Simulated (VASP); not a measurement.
A run of VASP 6.6.1 is set up as follows.

Contents of INCAR:

```
SYSTEM = MgO
PREC = Accurate ; ENCUT = 520
EDIFF = 1E-6 ; ISMEAR = 0
SIGMA = 0.05 ; LREAL = Auto
LASPH = .TRUE. ; NELM = 100
ALGO = Normal ; ISIF = 2
LWAVE = .FALSE. ; LCHARG = .TRUE.
LDIPOL = .TRUE. ; IDIPOL = 3
DIPOL = 0.5 0.5 0.501 ; GGA = PE
LELF = .TRUE. ; LVHAR = .TRUE.
LVACPOTAV = .TRUE. ; NBANDS = 66
```

File KPOINTS:

```
regular mesh
0
G
  6 6 1
  0 0 0
```

The input POSCAR:

```
MgO
1.0
    5.2097027923      0.0000000000      0.0000000000
   -2.6048513962      4.5117349643      0.0000000000
    0.0000000000      0.0000000000     25.5955710690
O Mg
12 12
Direct
    0.3333333333      0.3333333333      0.3320887030
    0.6666666667      0.0000000000      0.3320887030
    0.0000000000      0.6666666667      0.3320887030
    0.6666666667      0.3333333333      0.4280380156
    0.0000000000      0.0000000000      0.4280380156
    0.3333333333      0.6666666667      0.4280380156
    0.0000000000      0.3333333333      0.5279813044
    0.3333333333      0.0000000000      0.5279813044
    0.6666666667      0.6666666667      0.5279813044
    0.3333333333      0.3333333333      0.6241212587
    0.6666666667      0.0000000000      0.6241212587
    0.0000000000      0.6666666667      0.6241212587
    0.0000000000      0.3333333333      0.3800633593
    0.3333333333      0.0000000000      0.3800633593
    0.6666666667      0.6666666667      0.3800633593
    0.3333333333      0.3333333333      0.4760126719
    0.6666666667      0.0000000000      0.4760126719
    0.0000000000      0.6666666667      0.4760126719
    0.6666666667      0.3333333333      0.5721234219
    0.0000000000      0.0000000000      0.5721234219
    0.3333333333      0.6666666667      0.5721234219
    0.0000000000      0.3333333333      0.6698765809
    0.3333333333      0.0000000000      0.6698765809
    0.6666666667      0.6666666667      0.6698765809
```

Potentials or basis: VASP PAW PBE potentials, release 64 (O, Mg).

Run with:

```console
$ cat potpaw_PBE.64/O/POTCAR potpaw_PBE.64/Mg/POTCAR > POTCAR
$ mpirun -np 1 vasp_std > vasp.out
```

Predict the largest force.

1.976 eV/Å.

Estimate the band gap on the k mesh.

zero (bands 48 and 49 overlap by 0.47 eV).

Forces in eV/Å, atoms in the order of the input:
```
O    0.000  0.000  1.182
O    0.000  0.000  1.182
O    0.000  0.000  1.182
O    0.000  0.000  1.658
O    0.000  0.000  1.658
O    0.000  0.000  1.658
O    0.000  0.000 -0.025
O    0.000  0.000 -0.025
O    0.000  0.000 -0.025
O    0.000  0.000 -0.026
O    0.000  0.000 -0.026
O    0.000  0.000 -0.026
Mg   0.000  0.000 -1.976
Mg   0.000  0.000 -1.976
Mg   0.000  0.000 -1.976
Mg   0.000  0.000 -0.821
Mg   0.000  0.000 -0.821
Mg   0.000  0.000 -0.821
Mg   0.000  0.000  0.024
Mg   0.000  0.000  0.024
Mg   0.000  0.000  0.024
Mg   0.000  0.000 -0.016
Mg   0.000  0.000 -0.016
Mg   0.000  0.000 -0.016
```
